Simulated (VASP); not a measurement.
Crystal: KF.

```
K F
1.0
    -0.02510    2.93540    2.93540
     2.93540   -0.02510    2.93540
     2.91030    2.91030    0.00000
K F
1 1
Direct
  0.99809 0.99809 0.00191
  0.25191 0.25191 0.24809
```

This cell differs from its parent crystal: shear xy strain -1.7%.

Base run:

| Property | Result |
| --- | --- |
| Program | VASP 6.6.1 |
| Functional | PBE |
| Potentials or basis | VASP PAW PBE potentials, release 64 (K_sv, F) |
| Cutoff | 520 eV |
| k mesh | 8 × 8 × 8 |
| Occupations | fermi-dirac, width 0.02 eV |
| Spin | no spin polarisation |

Its results: band gap on the k mesh 5.16 eV, indirect (least direct gap 5.36 eV); pressure 0.9 GPa.

Problem. The run is repeated on the same cell with these changes: functional from PBE to r2SCAN; occupations from fermi-dirac, width 0.02 eV to gaussian, width 0.01 eV. What comes out?

Solution. Band gap on the k mesh 5.74 eV, indirect (least direct gap 5.94 eV); pressure 0.0 GPa.

Caveats: the PAW data sets were made with another functional, which shifts forces and pressure a little (some runs).

A k mesh can miss the band edges.
